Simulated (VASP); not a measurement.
Write the native input for VASP 6.6.1 that does the following.

| Quantity | Value |
| --- | --- |
| Task | single point |
| Functional | PBE |
| Dispersion | D3(BJ) |
| Potentials or basis | VASP PAW PBE potentials, release 64 (Mo_sv, S) |
| Cutoff | 520 eV |
| k mesh | 12 × 12 × 4 |
| Occupations | gaussian, width 0.05 eV |
| Spin | no spin polarisation |
| Dipole correction | no |
| Further INCAR settings | ALGO = Normal; EDIFF = 1e-06; NBANDS = 35 |

The structure of MoS2 lies in POSCAR:

```
MoS2
1.0
    3.1808000000      0.0000000000      0.0000000000
   -1.5904000000      2.7546536043      0.0000000000
    0.0000000000      0.0000000000     12.0957854159
Mo S
2 4
Direct
    0.6666666667      0.3333333333      0.2501439769
    0.3333333333      0.6666666667      0.7498560231
    0.3333333333      0.6666666667      0.3795985159
    0.6666666667      0.3333333333      0.8793132861
    0.3333333333      0.6666666667      0.1206867139
    0.6666666667      0.3333333333      0.6204014841
```

These files were run (other wordings do the same):

INCAR

```
SYSTEM = MoS2
PREC = Accurate
ENCUT = 520
EDIFF = 1E-6
ISMEAR = 0
SIGMA = 0.05
LREAL = .False.
LASPH = .True.
NELM = 80
ALGO = Normal
ISIF = 2
LWAVE = .False.
LCHARG = .False.
GGA = PE
IVDW = 12
NBANDS = 35
```

KPOINTS

```
regular mesh
0
Gamma
  12 12 4
  0 0 0
```

Potentials or basis: VASP PAW PBE potentials, release 64 (Mo_sv, S).

Launch:

```console
$ cat potpaw_PBE.64/Mo_sv/POTCAR potpaw_PBE.64/S/POTCAR > POTCAR
$ mpirun -np 1 vasp_std > vasp.out
```

It gave:

```json
{
  "Pressure": "-3.0 GPa",
  "Largest force": "0.207 eV/Å",
  "Band gap on the k mesh": "0.79 eV (least direct gap 1.61 eV)",
  "Dispersion energy per atom": "-0.428 eV"
}
```

Wall time 2.2 min on 1 thread of Intel(R) Xeon(R) Platinum 8488C (Sapphire Rapids), on a shared host, peak memory 0.35 GiB.
